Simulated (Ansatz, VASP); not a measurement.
**C: VASP beside Ansatz**

```xyz
10
Lattice="0.0000 1.4232 -3.3614 -2.4650 0.0000 0.0000 2.0542 9.7250 2.2409" Properties=species:S:1:pos:R:3 pbc="T T T"
C     0.9860    8.8236    1.0077
C    -1.4790    1.7078   -2.3537
C    -0.2465    3.8425   -2.3537
C    -1.4790    4.5541    1.0077
C    -0.2465    6.6889    1.0077
C    -0.2465    2.4194   -2.3523
C    -1.4790    3.1310    1.0091
C    -0.2465    5.2657    1.0091
C    -1.4790    7.4005    1.0091
C    -0.2465    9.5352    1.0091
```

Alike in both runs: task single point; functional PBE; dispersion D3(BJ); k mesh 7 × 11 × 3; occupations gaussian, width 0.05 eV; no spin polarisation.

```csv
,VASP,Ansatz
version,VASP 6.6.1,Ansatz 0.2.0
potentials or method,"VASP PAW PBE potentials, release 64 (C), cutoff 520 eV","scalar-relativistic, plane waves, PAW"
valence electrons in the cell,40,40
```

```csv
,VASP,Ansatz,Ansatz less VASP
gap on the k mesh at the Fermi level (eV),none,none,-
pressure (GPa),-1.9,-2.4,-0.42
"traceless stress, the component that is largest in VASP (GPa)",-9.38,-9.37,+0.009
rms of the force components (eV/Å),0.845,0.846,+0.0007
```

Atom by atom the forces differ by 0.012 eV/Å (rms over components). A gap of «none» marks a metal or a gap that the smearing closes.
